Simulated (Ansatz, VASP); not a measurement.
**Two plane-wave programs on K**

```
CELL_PARAMETERS angstrom
10.38199 0.00000 0.00000
0.00000 10.38199 0.00000
0.00000 0.00000 4.32460
ATOMIC_POSITIONS crystal
K 0.00000 0.00000 0.00000
```

Change from the starting cell: strain +0.030 along x and y, +0.000 along z, atoms carried along.

Alike in both runs: task single point; functional LDA; k mesh 6 × 6 × 12; occupations gaussian, width 0.15 eV; no spin polarisation.

```csv
,VASP,Ansatz
version,VASP 6.6.1,Ansatz 0.2.0
potentials or method,"VASP PAW LDA potentials, release 64 (K_sv), cutoff 520 eV","scalar-relativistic, plane waves, PAW"
valence electrons in the cell,9,9
```

|  | VASP | Ansatz | Ansatz less VASP |
| --- | --- | --- | --- |
| gap on the k mesh at the Fermi level (eV) | none | none | - |
| pressure (GPa) | 0.0 | 0.0 | 0.00 |
| traceless stress, the component that is largest in VASP (GPa) | -0.08 | -0.08 | 0.000 |

LDA's correlation is that of Perdew and Zunger in VASP and of Perdew and Wang (1992) in Ansatz. A gap of «none» marks a metal or a gap that the smearing closes.
